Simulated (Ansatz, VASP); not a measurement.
## SO in VASP and in Ansatz

```
S O
1.0
     1.42185    0.82091    4.07180
    -1.42185    0.82091    4.07180
     0.00000   -1.64181    4.07180
S O
1 1
Direct
  0.06098 0.06098 0.06098
  0.93902 0.93902 0.93902
```

Alike in both runs: functional PBE; dispersion D3(BJ); k mesh 18 × 18 × 18; occupations fermi-dirac, width 0.15 eV; no spin polarisation.

Ansatz relaxed the structure, and its values are those at the end. VASP's run is a single point on that final structure, the one shown.

|  | VASP | Ansatz |
| --- | --- | --- |
| version | VASP 6.6.1 | Ansatz 0.2.0 |
| potentials or method | VASP PAW PBE potentials, release 64 (S, O), cutoff 520 eV | scalar-relativistic, plane waves, PAW |
| valence electrons in the cell | 12 | 12 |

Ansatz gave:

```
gap on the k mesh at the Fermi level (eV) : none
pressure (GPa)                            : 0.0
rms of the force components (eV/Å)        : 0.000
```

Q: Estimate VASP's values.

A: gap on the k mesh at the Fermi level (eV): none; pressure (GPa): -0.8; rms of the force components (eV/Å): 0.119.

A gap of «none» marks a metal or a gap that the smearing closes.
